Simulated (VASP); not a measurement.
# S (Im-3m) in VASP: single point with PBE

Aim: the single point of S with PBE.

Everything below comes from runs of VASP 6.6.1. Logs are shortened: lines on timing, memory, paths and dates and some standing lists are left out, and cuts for length are marked.

**1. The cell of the first run**

Symmetry: Im-3m, No. 229, cubic system. Conventional cell: a = 2.385 Å, b = 2.385 Å, c = 2.385 Å, α = 90.00°, β = 90.00°, γ = 90.00°. Within 2.7 Å of S (site symmetry m-3m) lie 14 S at 2.07 to 2.38 Å.

This isn't the form of S at room conditions, which is orthorhombic, of S8 rings.

**2. Single point, PBE (6.78 Å³/atom)**

POSCAR

```
S
1.0
   -1.1923726162      1.1923726162      1.1923726162
    1.1923726162     -1.1923726162      1.1923726162
    1.1923726162      1.1923726162     -1.1923726162
S
1
Direct
    0.0000000000      0.0000000000      0.0000000000
```

INCAR.step1

```
PREC     = Accurate       # precision mode
ENCUT    = 520            # plane-wave cutoff, eV
EDIFF    = 1E-6           # SCF threshold, eV
ISMEAR   = -1             # smearing method
SIGMA    = 0.1            # smearing width, eV
LREAL    = False          # projectors in reciprocal space
LASPH    = True           # aspherical terms in the spheres
NELM     = 100            # most SCF steps
ALGO     = Normal         # electronic algorithm
ISIF     = 2              # what is computed and relaxed
LWAVE    = False          # write WAVECAR
LCHARG   = True           # write CHGCAR
GGA      = PE             # functional
NBANDS   = 9              # bands
```

KPOINTS.step1

```
regular mesh
0
Gamma
  16 16 16
```

INCAR.step2

```
PREC     = Accurate       # precision mode
ENCUT    = 520            # plane-wave cutoff, eV
EDIFF    = 1E-6           # SCF threshold, eV
ISMEAR   = -5             # smearing method
SIGMA    = 0.1            # smearing width, eV
LREAL    = False          # projectors in reciprocal space
LASPH    = True           # aspherical terms in the spheres
NELM     = 100            # most SCF steps
ALGO     = Normal         # electronic algorithm
ISIF     = 2              # what is computed and relaxed
LWAVE    = False          # write WAVECAR
LCHARG   = False          # write CHGCAR
GGA      = PE             # functional
LORBIT   = 11             # projections on sites
NEDOS    = 2001           # points of the DOS
ICHARG   = 11             # starting density
```

KPOINTS.step2

```
regular mesh
0
Gamma
  24 24 24
```

Potentials or basis: VASP PAW PBE potentials, release 64 (S).

The run is started by

```
$ cat potpaw_PBE.64/S/POTCAR > POTCAR
$ cp INCAR.step1 INCAR
$ cp KPOINTS.step1 KPOINTS
$ mpirun -np 1 vasp_std > vasp.out
$ cp INCAR.step2 INCAR
$ cp KPOINTS.step2 KPOINTS
$ mpirun -np 1 vasp_std > vasp.out
```

OUTCAR:

```text
PREC = Accurate
   ENCUT = 520
   EDIFF = 1E-6
   ISMEAR = -5
   LREAL = False
   LASPH = True
   NELM = 100
   ISIF = 2
   GGA = PE
   LORBIT = 11
   ICHARG = 11

 ion  position               nearest neighbor table
   1  0.000  0.000  0.000-

  LATTYP: Found a body centered cubic cell.
 ALAT       =     2.3847452324

  Lattice vectors:

 A1 = (  -1.1923726162,   1.1923726162,   1.1923726162)
 A2 = (   1.1923726162,  -1.1923726162,   1.1923726162)
 A3 = (   1.1923726162,   1.1923726162,  -1.1923726162)

Analysis of symmetry for initial positions (statically):
=====================================================================
 Subroutine PRICEL returns:
 Original cell was already a primitive cell.

 Routine SETGRP: Setting up the symmetry group for a
 body centered cubic supercell.

 Subroutine GETGRP returns: Found 48 space group operations
 (whereof 48 operations were pure point group operations)
 out of a pool of 48 trial point group operations.

The static configuration has the point symmetry O_h .

Analysis of symmetry for dynamics (positions and initial velocities):
=====================================================================
 Subroutine PRICEL returns:
 Original cell was already a primitive cell.

 Routine SETGRP: Setting up the symmetry group for a
 body centered cubic supercell.

 Subroutine GETGRP returns: Found 48 space group operations
 (whereof 48 operations were pure point group operations)
 out of a pool of 48 trial point group operations.

The dynamic configuration has the point symmetry O_h .

 Subroutine INISYM returns: Found 48 space group operations
 (whereof 48 operations are pure point group operations),
 and found     1 'primitive' translations

----------------------------------------------------------------------------------------

                                     Primitive cell

  volume of cell :       6.7810

  direct lattice vectors                    reciprocal lattice vectors
    -1.192372616  1.192372616  1.192372616     0.000000000  0.419332005  0.419332005
     1.192372616 -1.192372616  1.192372616     0.419332005  0.000000000  0.419332005
     1.192372616  1.192372616 -1.192372616     0.419332005  0.419332005  0.000000000

  length of vectors
     2.065249953  2.065249953  2.065249953     0.593025009  0.593025009  0.593025009

  position of ions in fractional coordinates (direct lattice)
     0.000000000  0.000000000  0.000000000

  ion indices of the primitive-cell ions
[... 80 lines left out ...]
   IBRION =     -1    ionic relax: 0-MD 1-quasi-New 2-CG
   NFREE  =      0    steps in history (QN), initial steepest desc. (CG)
   ISIF   =      2    stress and relaxation
   ISYM   =      2    0-nonsym 1-usesym 2-fastsym
   POTIM  = 0.5000    time-step for ionic-motion
   TEBEG  =    0.0;   TEEND  =   0.0 temperature during run
   PSTRESS=    0.0 pullay stress
   NELECT =       6.0000    total number of electrons
   NUPDOWN=      -1.0000    fix difference up-down
   EMIN   =  10.00;   EMAX   =-10.00  energy-range for DOS
   EFERMI =   0.00;   METHOD = LEGACY
   ISMEAR =    -5;   SIGMA  =   0.10  broadening in eV -4-tet -1-fermi 0-gaus
   EFERMI_NEDOS =   21; number of points for ismear=-14 and -15
   IALGO  =     38    algorithm
   IMIX   =      4    mixing-type and parameters
     AMIX     =   0.40;   BMIX     =  1.00
     AMIX_MAG =   1.60;   BMIX_MAG =  1.00
  volume/ion in A,a.u.               =       6.78        45.76
  Fermi-wavevector in a.u.,A,eV,Ry     =   1.571665  2.970016 33.608162  2.470130
  Thomas-Fermi vector in A             =   2.673215
   LORBIT       =     11    0 simple, 1 ext, 2 COOP (PROOUT), +10 PAW based schemes
   GGA     = PE    functional components
   LHFCALC =     F    Hartree Fock is set to
   AEXX    =    0.0000 exact exchange contribution
   IVDW    =     0    specifies the selected vdW correction
   LEPSILON=     F    determine dielectric tensor
   LRPA    =     F    only Hartree local field effects (RPA)
 non-spin polarized calculation
 Fermi weights with tetrahedron method with Bloechl corrections
  energy-cutoff  :      520.00
  volume of cell :        6.78
 maximum number of plane-waves:       194

 number of electron       5.9999999 magnetization

 Free energy of the ion-electron system (eV)
  ---------------------------------------------------
  ext. energy  EPLUGINS =         0.00000000
  ---------------------------------------------------
  free energy    TOTEN  =         1.99455045 eV

  energy without entropy =        1.99455045  energy(sigma->0) =        1.99455045

 E-fermi :  25.3388     XC(G=0): -15.4952

 val. band max:       25.3619031961   @ k =   0.2500   0.0833   0.0417
 cond. band min:      24.9788083005   @ k =  -0.4167   0.5000   0.3333
 fundamental gap:     -0.3830948956
 Fermi energy:        25.3388012852

 k-point     1 :       0.0000    0.0000    0.0000
  band No.  band energies     occupation
      1      -4.6560      2.00000
      2      36.6155      0.00000
      3      36.6155      0.00000
      4      36.6155      0.00000
      5      37.9373      0.00000
      6      37.9373      0.00000
      7      37.9373      0.00000
[... 221 lines left out ...]
 k-point    24 :       0.4583    0.0417    0.0000
  band No.  band energies     occupation
      1       6.5611      2.00000
      2       8.5634      2.00000
      3      26.2314      0.05699
      4      29.0099      0.00000
      5      32.5711      0.00000
      6      35.5128      0.00000
      7      50.4652      0.00000

 [... further k-points ...]

------------------------ aborting loop because EDIFF is reached ----------------------------------------

  FORCE on cell =-STRESS in cart. coord.  units (eV):
  Direction    XX          YY          ZZ          XY          YZ          ZX
  --------------------------------------------------------------------------------------
  -------------------------------------------------------------------------------------
  Total       14.5676179     14.5676179     14.5676179      0.0000000     -0.0000000      0.0000000
  in kB     3441.9388578   3441.9388578   3441.9388578      0.0000000     -0.0000000      0.0000000
  external PRESSURE =    3441.9388578 kB  Pullay stress =       0.0000000 kB

 VOLUME and BASIS-vectors are now :
 -----------------------------------------------------------------------------
  energy-cutoff  :      520.00
  volume of cell :        6.78
      direct lattice vectors                 reciprocal lattice vectors
    -1.192372616  1.192372616  1.192372616     0.000000000  0.419332005  0.419332005
     1.192372616 -1.192372616  1.192372616     0.419332005  0.000000000  0.419332005
     1.192372616  1.192372616 -1.192372616     0.419332005  0.419332005  0.000000000

 POSITION                                       TOTAL-FORCE (eV/Angst)
 -----------------------------------------------------------------------------------
      0.00000      0.00000      0.00000        -0.000000      0.000000     -0.000000
 -----------------------------------------------------------------------------------
    total drift:                               -0.000000     -0.000000      0.000000

  FREE ENERGIE OF THE ION-ELECTRON SYSTEM (eV)
  ---------------------------------------------------
  free  energy   TOTEN  =         1.9945504531 eV

  energy  without entropy=        1.9945504531  energy(sigma->0) =        1.99455045

 total charge

# of ion       s       p       d       tot
------------------------------------------
    1        1.419   2.422   0.000   3.840
```

OUTCAR.step1:

```text
PREC = Accurate
   ENCUT = 520
   EDIFF = 1E-6
   ISMEAR = -1
   LREAL = False
[... 503 lines left out ...]

 POSITION                                       TOTAL-FORCE (eV/Angst)
 -----------------------------------------------------------------------------------
      0.00000      0.00000      0.00000        -0.000000      0.000000     -0.000000
 -----------------------------------------------------------------------------------
    total drift:                               -0.000000     -0.000000      0.000000

  FREE ENERGIE OF THE ION-ELECTRON SYSTEM (eV)
  ---------------------------------------------------
  free  energy   TOTEN  =         1.9788313464 eV

  energy  without entropy=        1.9875081156  energy(sigma->0) =        1.98316973
```

Run time: 30 s. Hardware: 1 thread of Intel Xeon 8259CL, shared host; peak memory 0.14 GiB.

Results:

* Valence electrons inside the program's atomic spheres: S 3.84

Levels at points of the mesh, in eV from the Fermi level:
| k point | band 1 | band 2 | band 3 | band 4 | band 5 | band 6 | band 7 |
| --- | --- | --- | --- | --- | --- | --- | --- |
| (0.00, 0.00, 0.00) | -29.99 | 11.28 | 11.28 | 11.28 | 12.60 | 12.60 | 12.60 |
| (0.50, 0.00, 0.00) | -18.01 | -17.70 | 1.53 | 4.64 | 6.04 | 9.54 | 25.71 |
| (0.50, 0.50, 0.50) | -8.23 | -8.23 | -8.23 | -3.69 | -3.69 | -3.08 | 33.36 |

Caveat: tetrahedron occupations give inexact forces and stress in metals.
